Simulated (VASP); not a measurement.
# P: single point with PBE+D3(BJ)

The system is P, a slab with vacuum.

```xyz
4
Lattice="3.2962 0.0000 0.0000 0.0000 4.4392 0.0000 0.0000 0.0000 30.3367" Properties=species:S:1:pos:R:3 pbc="T T T"
P     1.6481    4.0729   14.1068
P     0.0000    2.5858   14.1068
P     1.6481    0.3663   16.2299
P     0.0000    1.8533   16.2299
```

This cell differs from its parent crystal: atoms taken out.

```
Program                : VASP 6.6.1
Task                   : single point
Functional             : PBE
Dispersion             : D3(BJ)
Potentials or basis    : VASP PAW PBE potentials, release 64 (P)
Cutoff                 : 520 eV
k mesh                 : 10 × 8 × 1
Occupations            : gaussian, width 0.02 eV
Spin                   : no spin polarisation
Dipole correction      : yes
Further INCAR settings : ALGO = Normal; EDIFF = 1e-06; NBANDS = 18
```

```yaml
Largest_force: 0.052 eV/Å
Band_gap_on_the_k_mesh: 0.75 eV
Dispersion_energy_per_atom: -0.247 eV
```

Forces in eV/Å, atoms in the order of the input:
```
P    0.000 -0.035  0.039
P    0.000  0.035  0.039
P    0.000  0.035 -0.039
P    0.000 -0.035 -0.039
```

Levels at points of the mesh, in eV from the valence-band top:
| k point | band 7 | band 8 | band 9 | band 10 | band 11 | band 12 | band 13 | band 14 |
| --- | --- | --- | --- | --- | --- | --- | --- | --- |
| (0.00, 0.00, 0.00) | -3.45 | -1.87 | -1.76 | 0.00 | 0.75 | 1.58 | 2.74 | 3.47 |
| (0.50, 0.00, 0.00) | -2.74 | -2.74 | -2.03 | -2.03 | 1.31 | 1.31 | 1.96 | 1.96 |
| (0.00, 0.50, 0.00) | -2.55 | -2.55 | -1.03 | -1.03 | 2.11 | 2.11 | 3.48 | 3.48 |
| (0.50, 0.50, 0.00) | -4.87 | -4.87 | -1.31 | -1.31 | 2.42 | 2.42 | 4.28 | 4.28 |

It took 4.2 min on 1 thread of Intel(R) Xeon(R) 6975P-C (Granite Rapids), with other jobs on the host, peak memory 0.64 GiB.

Caveat: the cell differs from its parent crystal (atoms taken out).
